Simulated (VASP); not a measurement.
The system is Al4BSbP2.

```
Al B Sb P
1.0
     3.65906   -3.88258    0.00000
     3.65906    3.88258    0.00000
     0.00000    0.00000    5.89597
Al B Sb P
4 1 1 2
Direct
  0.21123 0.21123 0.26478
  0.78877 0.78877 0.26478
  0.78992 0.21008 0.75048
  0.21008 0.78992 0.75048
  0.00000 0.00000 0.99291
  0.50000 0.50000 0.98414
  0.00000 0.50000 0.49681
  0.50000 0.00000 0.49681
```

| Item | Value |
| --- | --- |
| Program | VASP 6.6.1 |
| Task | relaxation of cell and atoms |
| Functional | PBE |
| Potentials or basis | VASP PAW PBE potentials, release 64 (Al, B, Sb, P) |
| Cutoff | 600 eV |
| k mesh | 6 × 6 × 6 |
| Occupations | gaussian, width 0.1 eV |
| Spin | no spin polarisation |

At the start: pressure -0.1 GPa; volume 20.94 Å³/atom.

Task: How do energy, volume and symmetry change on relaxing?

Result: Over 15 steps the energy falls by 8.3 meV/atom and the volume is 20.96 Å³/atom (+0.1 %); space group Cmm2 (No. 35, to 0.1 Å) before, P-42m (No. 111, to 0.1 Å).

Step by step:
| step | energy change (eV) | largest force (eV/Å) | pressure (GPa) | volume (Å³) |
| --- | --- | --- | --- | --- |
| 1 | 0.0000 | 0.3639 | -0.06 | 167.52 |
| 2 | -0.0223 | 0.2166 | 0.07 | 167.32 |
| 3 | -0.0391 | 0.1729 | 0.32 | 166.97 |
| 4 | -0.0529 | 0.1299 | 0.14 | 167.38 |
| 5 | -0.0614 | 0.1277 | -0.12 | 168.01 |
| 6 | -0.0615 | 0.1244 | -0.11 | 167.99 |
| 7 | -0.0635 | 0.0737 | -0.05 | 167.83 |
| 8 | -0.0650 | 0.0423 | 0.05 | 167.57 |
| 9 | -0.0650 | 0.0404 | 0.06 | 167.54 |
| 10 | -0.0655 | 0.0327 | -0.02 | 167.70 |
| 11 | -0.0658 | 0.0387 | -0.16 | 167.99 |
| 12 | -0.0661 | 0.0340 | -0.11 | 167.86 |
| 13 | -0.0665 | 0.0221 | 0.05 | 167.50 |
| 14 | -0.0666 | 0.0161 | 0.03 | 167.55 |
| 15 | -0.0668 | 0.0096 | -0.02 | 167.68 |

Final structure:
```
CELL_PARAMETERS angstrom
3.76209 -3.76755 0.00000
3.76209 3.76755 0.00000
0.00000 0.00000 5.91525
ATOMIC_POSITIONS crystal
Al 0.21079 0.21079 0.25805
Al 0.78921 0.78921 0.25805
Al 0.78955 0.21045 0.74256
Al 0.21045 0.78955 0.74256
B 0.00000 0.00000 0.00029
Sb 0.50000 0.50000 0.99972
P 0.00000 0.50000 0.49997
P 0.50000 0.00000 0.49997
```
